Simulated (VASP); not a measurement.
# TiSi (Cmmm) in VASP: further runs

Runs on TiSi. Level: r2SCAN. Tasks: single point.

Everything below comes from runs of VASP 6.6.1. Logs are shortened: lines on timing, memory, paths and dates and some standing lists are left out, and cuts for length are marked.

## (1) The cell of the first run

It takes space group Cmmm (No. 65, orthorhombic). The conventional cell has a = 3.632 Å, b = 4.235 Å, c = 3.804 Å, α = 90.00°, β = 90.00°, γ = 90.00°. Ti (site symmetry mmm) has 8 Si at 2.63 to 2.85 Å and 8 Ti at 2.79 to 3.80 Å within 3.9 Å. Si (site symmetry mmm) has 8 Ti at 2.63 to 2.85 Å and 8 Si at 2.79 to 3.80 Å within 3.9 Å.

## (2) Single point, r2SCAN

The input, POSCAR:

```
TiSi
1.0
    1.8161780000     -2.1176240000      0.0000000000
    1.8161780000      2.1176240000      0.0000000000
    0.0000000000      0.0000000000      3.8039340000
Ti Si
1 1
Direct
    0.5000000000      0.5000000000      0.0000000000
    0.0000000000      0.0000000000      0.5000000000
```

The input, INCAR.step1:

```
SYSTEM = TiSi
ALGO     = Normal         ! electronic algorithm
EDIFF    = 1E-4           ! SCF threshold, eV
ENCUT    = 520            ! plane-wave cutoff, eV
GGA      = PE             ! functional
ISMEAR   = 0              ! smearing method
LASPH    = .True.         ! aspherical terms in the spheres
LCHARG   = .False.        ! write CHGCAR
LREAL    = .False.        ! projectors in reciprocal space
LWAVE    = .True.         ! write WAVECAR
NBANDS   = 15             ! bands
NELM     = 80             ! most SCF steps
PREC     = Accurate       ! precision mode
SIGMA    = 0.1            ! smearing width, eV
```

The input, INCAR.step2:

```
SYSTEM = TiSi
ALGO     = Normal         ! electronic algorithm
EDIFF    = 1E-7           ! SCF threshold, eV
ENCUT    = 520            ! plane-wave cutoff, eV
ISIF     = 2              ! what is computed and relaxed
ISMEAR   = 0              ! smearing method
ISTART   = 1            
LASPH    = .True.         ! aspherical terms in the spheres
LCHARG   = .False.        ! write CHGCAR
LMIXTAU  = .True.       
LREAL    = .False.        ! projectors in reciprocal space
LWAVE    = .False.        ! write WAVECAR
METAGGA  = R2SCAN         ! meta-GGA
NBANDS   = 15             ! bands
NELM     = 80             ! most SCF steps
PREC     = Accurate       ! precision mode
SIGMA    = 0.1            ! smearing width, eV
```

The input, KPOINTS:

```
k-points
0
Gamma
  4 4 4
  0 0 0
```

Potentials or basis: VASP PAW PBE potentials, release 64 (Ti_sv, Si).

The run is started by

```console
$ cat potpaw_PBE.64/Ti_sv/POTCAR potpaw_PBE.64/Si/POTCAR > POTCAR
$ cp INCAR.step1 INCAR
$ mpirun -np 1 vasp_std > vasp.out
$ cp INCAR.step2 INCAR
$ mpirun -np 1 vasp_std > vasp.out
```

OUTCAR:

```text
SYSTEM = TiSi
   EDIFF = 1E-7
   ENCUT = 520
   ISIF = 2
   ISMEAR = 0
   ISTART = 1
   LASPH = .True.
   LREAL = .False.
   METAGGA = R2SCAN
   NELM = 80
   PREC = Accurate

 ion  position               nearest neighbor table
   1  0.500  0.500  0.000-   2 2.63   2 2.63   2 2.63   2 2.63   2 2.85   2 2.85   2 2.85   2 2.85

   2  0.000  0.000  0.500-   1 2.63   1 2.63   1 2.63   1 2.63   1 2.85   1 2.85   1 2.85   1 2.85

  LATTYP: Found a base centered orthorhombic cell.
 ALAT       =     3.6323560000
 B/A-ratio  =     1.1659782246
 C/A-ratio  =     1.0472360088

  Lattice vectors:

 A1 = (   1.8161780000,  -2.1176240000,   0.0000000000)
 A2 = (   1.8161780000,   2.1176240000,   0.0000000000)
 A3 = (   0.0000000000,   0.0000000000,   3.8039340000)

Analysis of symmetry for initial positions (statically):
=====================================================================
 Subroutine PRICEL returns:
 Original cell was already a primitive cell.

 Routine SETGRP: Setting up the symmetry group for a
 base centered orthorhombic supercell.

 Subroutine GETGRP returns: Found  8 space group operations
 (whereof  8 operations were pure point group operations)
 out of a pool of  8 trial point group operations.

The static configuration has the point symmetry D_2h.

Analysis of symmetry for dynamics (positions and initial velocities):
=====================================================================
 Subroutine PRICEL returns:
 Original cell was already a primitive cell.

 Routine SETGRP: Setting up the symmetry group for a
 base centered orthorhombic supercell.

 Subroutine GETGRP returns: Found  8 space group operations
 (whereof  8 operations were pure point group operations)
 out of a pool of  8 trial point group operations.

The dynamic configuration has the point symmetry D_2h.

 Subroutine INISYM returns: Found  8 space group operations
 (whereof  8 operations are pure point group operations),
 and found     1 'primitive' translations

----------------------------------------------------------------------------------------

                                     Primitive cell

  volume of cell :      29.2597

  direct lattice vectors                    reciprocal lattice vectors
     1.816178000 -2.117624000  0.000000000     0.275303412 -0.236113682  0.000000000
     1.816178000  2.117624000  0.000000000     0.275303412  0.236113682  0.000000000
     0.000000000  0.000000000  3.803934000     0.000000000  0.000000000  0.262885739

  length of vectors
     2.789773097  2.789773097  3.803934000     0.362686696  0.362686696  0.262885739

  position of ions in fractional coordinates (direct lattice)
     0.500000000  0.500000000  0.000000000
     0.000000000  0.000000000  0.500000000

  ion indices of the primitive-cell ions
   primitive index   ion index
                 1           1
                 2           2

----------------------------------------------------------------------------------------

 KPOINTS: k-points

Automatic generation of k-mesh.
 Grid dimensions read from file:
 generate k-points for:    4    4    4

 Generating k-lattice:

  Cartesian coordinates                     Fractional coordinates (reciprocal lattice)
     0.068825853 -0.059028421  0.000000000     0.250000000  0.000000000  0.000000000
     0.068825853  0.059028421  0.000000000     0.000000000  0.250000000  0.000000000
     0.000000000  0.000000000  0.065721435     0.000000000  0.000000000  0.250000000

  Length of vectors
     0.090671674  0.090671674  0.065721435

  Shift w.r.t. Gamma in fractional coordinates (k-lattice)
     0.000000000  0.000000000  0.000000000

 Subroutine IBZKPT returns following result:
 ===========================================

 Found     21 irreducible k-points:

 Following reciprocal coordinates:
            Coordinates               Weight
  0.000000  0.000000  0.000000      1.000000
  0.250000  0.000000  0.000000      4.000000
  0.500000  0.000000  0.000000      2.000000
  0.250000  0.250000  0.000000      2.000000
  0.500000  0.250000  0.000000      4.000000
 -0.250000  0.250000  0.000000      2.000000
[... 13 lines left out ...]
 -0.250000  0.250000  0.500000      2.000000
  0.500000  0.500000  0.500000      1.000000
   k-points           NKPTS =     21   k-points in BZ     NKDIM =     21   number of bands    NBANDS=     15
   number of dos      NEDOS =    301   number of ions     NIONS =      2
   total plane-waves  NPLWV =  16128
   dimension x,y,z NGX =    24 NGY =   24 NGZ =   28
   dimension x,y,z NGXF=    48 NGYF=   48 NGZF=   56
   ions per type =               1   1
   NGX,Y,Z   is equivalent  to a cutoff of  14.30, 14.30, 12.24 a.u.
   NGXF,Y,Z  is equivalent  to a cutoff of  28.60, 28.60, 24.47 a.u.
 SYSTEM =  TiSi
   PREC   = accura    normal or accurate (medium, high low for compatibility)
   ISTART =      1    job   : 0-new  1-cont  2-samecut
   ICHARG =      0    charge: 1-file 2-atom 10-const
   ISPIN  =      1    spin polarized calculation?
   LNONCOLLINEAR =      F non collinear calculations
   LSORBIT =      F    spin-orbit coupling
   LASPH  =      T    aspherical Exc in radial PAW
   ENCUT  =  520.0 eV  38.22 Ry    6.18 a.u.   5.19  5.19  7.07*2*pi/ulx,y,z
   NELM   =     80;   NELMIN=  2; NELMDL=  0     # of ELM steps
   EDIFF  = 0.1E-06   stopping-criterion for ELM
   LREAL  =      F    real-space projection
   EDIFFG = 0.1E-05   stopping-criterion for IOM
   NSW    =      0    number of steps for IOM
   IBRION =     -1    ionic relax: 0-MD 1-quasi-New 2-CG
   NFREE  =      0    steps in history (QN), initial steepest desc. (CG)
   ISIF   =      2    stress and relaxation
   ISYM   =      2    0-nonsym 1-usesym 2-fastsym
   POTIM  = 0.5000    time-step for ionic-motion
   TEBEG  =    0.0;   TEEND  =   0.0 temperature during run
   PSTRESS=    0.0 pullay stress
   NELECT =      16.0000    total number of electrons
   NUPDOWN=      -1.0000    fix difference up-down
   EMIN   =  10.00;   EMAX   =-10.00  energy-range for DOS
   EFERMI =   0.00;   METHOD = LEGACY
   ISMEAR =     0;   SIGMA  =   0.10  broadening in eV -4-tet -1-fermi 0-gaus
   EFERMI_NEDOS =   21; number of points for ismear=-14 and -15
   IALGO  =     38    algorithm
   IMIX   =      4    mixing-type and parameters
     AMIX     =   0.40;   BMIX     =  1.00
     AMIX_MAG =   1.60;   BMIX_MAG =  1.00
  volume/ion in A,a.u.               =      14.63        98.73
  Fermi-wavevector in a.u.,A,eV,Ry     =   1.338725  2.529824 24.384157  1.792185
  Thomas-Fermi vector in A             =   2.467173
   LORBIT       =      0    0 simple, 1 ext, 2 COOP (PROOUT), +10 PAW based schemes
   METAGGA = R2SCAN    functional components
   LHFCALC =     F    Hartree Fock is set to
   AEXX    =    0.0000 exact exchange contribution
   IVDW    =     0    specifies the selected vdW correction
   LEPSILON=     F    determine dielectric tensor
   LRPA    =     F    only Hartree local field effects (RPA)
 non-spin polarized calculation
 Gauss-broadening in eV      SIGMA  =   0.10
  energy-cutoff  :      520.00
  volume of cell :       29.26
 maximum number of plane-waves:       814
 NGX is ok and might be reduce to    24
   NGX = 11   NGY = 11   NGZ = 15

 number of electron      16.0000004 magnetization

 Free energy of the ion-electron system (eV)
  ---------------------------------------------------
  ext. energy  EPLUGINS =         0.00000000
  ---------------------------------------------------
  free energy    TOTEN  =       -22.73541903 eV

  energy without entropy =      -22.72787519  energy(sigma->0) =      -22.73164711

 E-fermi :  10.1781     XC(G=0): -12.5968

 val. band max:       10.1061387983   @ k =   0.5000   0.2500   0.2500
 cond. band min:      10.2916720098   @ k =   0.5000   0.2500   0.2500
 fundamental gap:      0.1855332115
 Fermi energy:        10.1781239247

 k-point     1 :       0.0000    0.0000    0.0000
  band No.  band energies     occupation
      1     -48.9722      2.00000
      2     -24.3425      2.00000
      3     -23.8958      2.00000
      4     -23.8174      2.00000
      5      -2.2444      2.00000
      6       7.5990      2.00000
      7       8.2719      2.00000
      8       8.8591      2.00000
      9      11.9243      0.00000
     10      12.7154      0.00000
     11      13.3207      0.00000
     12      15.6642      0.00000
     13      16.5453      0.00000
     14      16.8850      0.00000
     15      19.0026      0.00000

 k-point     2 :       0.2500    0.0000    0.0000
  band No.  band energies     occupation
      1     -48.9356      2.00000
      2     -24.3051      2.00000
      3     -24.1536      2.00000
      4     -23.8352      2.00000
      5      -0.9480      2.00000
      6       7.5906      2.00000
      7       7.6630      2.00000
      8       8.6163      2.00000
      9      12.4254      0.00000
     10      12.5352      0.00000
     11      12.6618      0.00000
     12      13.3499      0.00000
     13      16.6110      0.00000
     14      17.3553      0.00000
     15      21.3305      0.00000

 k-point     3 :       0.5000    0.0000    0.0000
  band No.  band energies     occupation
      1     -48.8986      2.00000
      2     -24.4367      2.00000
      3     -24.2675      2.00000
      4     -23.8179      2.00000
      5       2.0981      2.00000
      6       3.4196      2.00000
      7       7.1431      2.00000
      8       9.2228      2.00000
      9      12.0530      0.00000
     10      12.6782      0.00000
     11      14.4992      0.00000
     12      15.1276      0.00000
     13      15.6235      0.00000
     14      17.5033      0.00000
     15      19.2934      0.00000
[... 289 lines left out ...]
 k-point    20 :      -0.2500    0.2500    0.5000
  band No.  band energies     occupation
      1     -48.9002      2.00000
      2     -24.3091      2.00000
      3     -24.1161      2.00000
      4     -24.0921      2.00000
      5       0.8519      2.00000
      6       5.2483      2.00000
      7       8.2103      2.00000
      8      10.8776      0.00000
      9      11.0901      0.00000
     10      11.6409      0.00000
     11      11.7914      0.00000
     12      13.3240      0.00000
     13      15.9270      0.00000
     14      19.5632      0.00000
     15      19.7080      0.00000

 k-point    21 :       0.5000    0.5000    0.5000
  band No.  band energies     occupation
      1     -48.8296      2.00000
      2     -24.3927      2.00000
      3     -24.2849      2.00000
      4     -24.2318      2.00000
      5       5.0240      2.00000
      6       6.1474      2.00000
      7       6.5732      2.00000
      8       7.0213      2.00000
      9      12.4538      0.00000
     10      12.7238      0.00000
     11      12.9102      0.00000
     12      14.3662      0.00000
     13      14.4807      0.00000
     14      15.4156      0.00000
     15      15.6412      0.00000

------------------------ aborting loop because EDIFF is reached ----------------------------------------

  FORCE on cell =-STRESS in cart. coord.  units (eV):
  Direction    XX          YY          ZZ          XY          YZ          ZX
  --------------------------------------------------------------------------------------
  -------------------------------------------------------------------------------------
  Total       -0.0706583     -0.2526198     -0.7014371      0.0000000      0.0000000      0.0000000
  in kB       -3.8690402    -13.8327273    -38.4086548      0.0000000      0.0000000      0.0000000
  external PRESSURE =     -18.7034741 kB  Pullay stress =       0.0000000 kB

 VOLUME and BASIS-vectors are now :
 -----------------------------------------------------------------------------
  energy-cutoff  :      520.00
  volume of cell :       29.26
      direct lattice vectors                 reciprocal lattice vectors
     1.816178000 -2.117624000  0.000000000     0.275303412 -0.236113682  0.000000000
     1.816178000  2.117624000  0.000000000     0.275303412  0.236113682  0.000000000
     0.000000000  0.000000000  3.803934000     0.000000000  0.000000000  0.262885739

 POSITION                                       TOTAL-FORCE (eV/Angst)
 -----------------------------------------------------------------------------------
      1.81618      0.00000      0.00000         0.000000     -0.000000      0.000000
      0.00000      0.00000      1.90197        -0.000000      0.000000      0.000000
 -----------------------------------------------------------------------------------
    total drift:                               -0.000000     -0.000000     -0.000000

  FREE ENERGIE OF THE ION-ELECTRON SYSTEM (eV)
  ---------------------------------------------------
  free  energy   TOTEN  =       -22.7354190318 eV

  energy  without entropy=      -22.7278751909  energy(sigma->0) =      -22.73164711
```

Run time: 39 s. Hardware: 1 thread of Intel Xeon 8259CL, shared host; peak memory 0.15 GiB.

Results:

```
Free energy            : -22.7354 eV
Pressure               : -1.9 GPa
Band gap on the k mesh : zero (bands 8 and 9 overlap by 1.54 eV)
```

Stress tensor (GPa, compression positive):
```
-0.39  0.00  0.00
 0.00 -1.38  0.00
 0.00  0.00 -3.84
```

Levels at points of the mesh, in eV from the Fermi level:
```
           k point  band 4  band 5  band 6  band 7  band 8  band 9  band 10  band 11  band 12  band 13
(0.00, 0.00, 0.00)  -34.00  -12.42   -2.58   -1.91   -1.32    1.75     2.54     3.14     5.49     6.37
(0.50, 0.00, 0.00)  -34.00   -8.08   -6.76   -3.04   -0.96    1.87     2.50     4.32     4.95     5.45
(0.50, 0.50, 0.00)  -34.38   -6.07   -4.09   -1.71   -1.29   -0.84    -0.34     3.19     3.24     4.18
(0.00, 0.00, 0.50)  -33.99  -11.01   -6.94   -1.00    0.62    0.66     1.87     3.24     7.24     8.53
(0.50, 0.00, 0.50)  -33.99   -8.32   -5.21   -2.96   -1.89    1.49     2.00     2.05     3.52     5.98
(0.50, 0.50, 0.50)  -34.41   -5.15   -4.03   -3.60   -3.16    2.28     2.55     2.73     4.19     4.30
```

Caveat: the k points lie up to 0.57 Å⁻¹ apart, too coarse for converged energies and pressures of a metal; the PAW data sets were made with another functional, which shifts forces and pressure a little.

(Continued in part 2 of 2.)

The gap in the log of VASP goes by the Fermi energy; the results here count the filled bands.